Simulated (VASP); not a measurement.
Set up this calculation in VASP 6.6.1, as the native input.

- Task: single point
- Functional: r2SCAN
- Potentials or basis: VASP PAW PBE potentials, release 64 (K_sv, F)
- Cutoff: 520 eV
- k mesh: 8 × 8 × 8
- Occupations: gaussian, width 0.01 eV
- Spin: no spin polarisation
- Dipole correction: no
- Further INCAR settings: ALGO = Normal; EDIFF = 1e-07; NBANDS = 15

Crystal: KF.

```xyz
2
Lattice="3.2704 0.0000 0.0000 0.0000 3.2704 0.0000 0.0000 0.0000 3.1789" Properties=species:S:1:pos:R:3 pbc="T T T"
K     0.0000    0.0000    0.0000
F     1.6352    1.6352    1.5894
```

This cell differs from its parent crystal: biaxial xy strain +2.9%.

One way to write it, as run:

POSCAR

```
KF
1.0
    3.2704221571      0.0000000000      0.0000000000
    0.0000000000      3.2704221571      0.0000000000
    0.0000000000      0.0000000000      3.1788706815
K F
1 1
Direct
    0.0000000000      0.0000000000      0.0000000000
    0.5000000000      0.5000000000      0.5000000000
```

INCAR.step1

```
PREC = Accurate
ENCUT = 520
ISMEAR = 0
SIGMA = 0.01
LREAL = False
LASPH = True
NELM = 100
NBANDS = 15
GGA = PE
ALGO = Normal
EDIFF = 1E-4
LWAVE = True
LCHARG = False
```

INCAR.step2

```
PREC = Accurate
ENCUT = 520
EDIFF = 1E-7
ISMEAR = 0
SIGMA = 0.01
LREAL = False
LASPH = True
NELM = 100
ALGO = Normal
ISIF = 2
LWAVE = False
LCHARG = False
METAGGA = R2SCAN
LMIXTAU = True
NBANDS = 15
ISTART = 1
```

KPOINTS

```
regular mesh
0
Gamma
  8 8 8
```

Potentials or basis: VASP PAW PBE potentials, release 64 (K_sv, F).

Launch:

```bash
$ cat potpaw_PBE.64/K_sv/POTCAR potpaw_PBE.64/F/POTCAR > POTCAR
$ cp INCAR.step1 INCAR
$ mpirun -np 1 vasp_std > vasp.out
$ cp INCAR.step2 INCAR
$ mpirun -np 1 vasp_std > vasp.out
```

It gave:

The pressure is -2.1 GPa and the band gap on the k mesh is 7.21 eV, indirect (least direct gap 7.26 eV).

Caveat: the cell differs from its parent crystal (biaxial xy strain +2.9%); the PAW data sets were made with another functional, which shifts forces and pressure a little.

Run time: 110 s on 1 thread of AMD EPYC 7R13 Processor (Zen 3), on a shared host, peak memory 0.14 GiB.
